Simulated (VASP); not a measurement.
Wanted: the native input for a VASP 6.6.1 run.

```
Task                   : single point
Functional             : r2SCAN
Potentials or basis    : VASP PAW PBE potentials, release 64 (Ir)
Cutoff                 : 550 eV
k mesh                 : 11 × 11 × 6
Occupations            : fermi-dirac, width 0.05 eV
Spin                   : no spin polarisation
Dipole correction      : no
Further INCAR settings : ALGO = Normal; EDIFF = 1e-06; NBANDS = 16
```

Ir:

```xyz
2
Lattice="2.7696 0.0000 0.0000 -1.3848 2.3985 0.0000 0.0000 0.0000 4.4918" Properties=species:S:1:pos:R:3 pbc="T T T"
Ir    0.0000    1.5990    1.1230
Ir    1.3848    0.7995    3.3689
```

This isn't the form of Ir at room conditions, which is fcc.

One way to write it, as run:

POSCAR

```
Ir
1.0
    2.7695994713      0.0000000000      0.0000000000
   -1.3847997356      2.3985435004      0.0000000000
    0.0000000000      0.0000000000      4.4918424506
Ir
2
Direct
    0.3333333333      0.6666666667      0.2500000000
    0.6666666667      0.3333333333      0.7500000000
```

INCAR.step1

```
SYSTEM = Ir
PREC     = Accurate       ! precision mode
ENCUT    = 550            ! plane-wave cutoff, eV
ISMEAR   = -1             ! smearing method
SIGMA    = 0.05           ! smearing width, eV
LREAL    = .False.        ! projectors in reciprocal space
LASPH    = .True.         ! aspherical terms in the spheres
NELM     = 120            ! most SCF steps
NBANDS   = 16             ! bands
GGA      = PE             ! functional
ALGO     = Normal         ! electronic algorithm
EDIFF    = 1E-5           ! SCF threshold, eV
LWAVE    = .True.         ! write WAVECAR
LCHARG   = .False.        ! write CHGCAR
GGA_COMPAT= .False.
```

INCAR.step2

```
SYSTEM = Ir
PREC     = Accurate       ! precision mode
ENCUT    = 550            ! plane-wave cutoff, eV
EDIFF    = 1E-6           ! SCF threshold, eV
ISMEAR   = -1             ! smearing method
SIGMA    = 0.05           ! smearing width, eV
LREAL    = .False.        ! projectors in reciprocal space
LASPH    = .True.         ! aspherical terms in the spheres
NELM     = 120            ! most SCF steps
ALGO     = Normal         ! electronic algorithm
ISIF     = 2              ! what is computed and relaxed
LWAVE    = .False.        ! write WAVECAR
LCHARG   = .True.         ! write CHGCAR
METAGGA  = R2SCAN         ! meta-GGA
LMIXTAU  = .True.       
LELF     = .True.         ! ELF
LVHAR    = .True.       
NBANDS   = 16             ! bands
ISTART   = 1            
GGA_COMPAT= .False.
```

KPOINTS

```
Automatic mesh
0
Gamma
  11 11 6
  0 0 0
```

Potentials or basis: VASP PAW PBE potentials, release 64 (Ir).

The run is started by

```sh
$ cat potpaw_PBE.64/Ir/POTCAR > POTCAR
$ cp INCAR.step1 INCAR
$ mpirun -np 1 vasp_std > vasp.out
$ cp INCAR.step2 INCAR
$ mpirun -np 1 vasp_std > vasp.out
```

Results of the run:

* Pressure: -12.8 GPa
* Band gap on the k mesh: zero (bands 9 and 10 overlap by 3.07 eV)

Caveat: the cell stands under tension; the PAW data sets were made with another functional, which shifts forces and pressure a little; spin-orbit coupling is left out, which moves the levels of the heavy elements.

It took 2.1 min on 1 thread of Intel(R) Xeon(R) Platinum 8259CL CPU @ 2.50GHz (Skylake/Cascade Lake), on a shared host, peak memory 0.18 GiB.
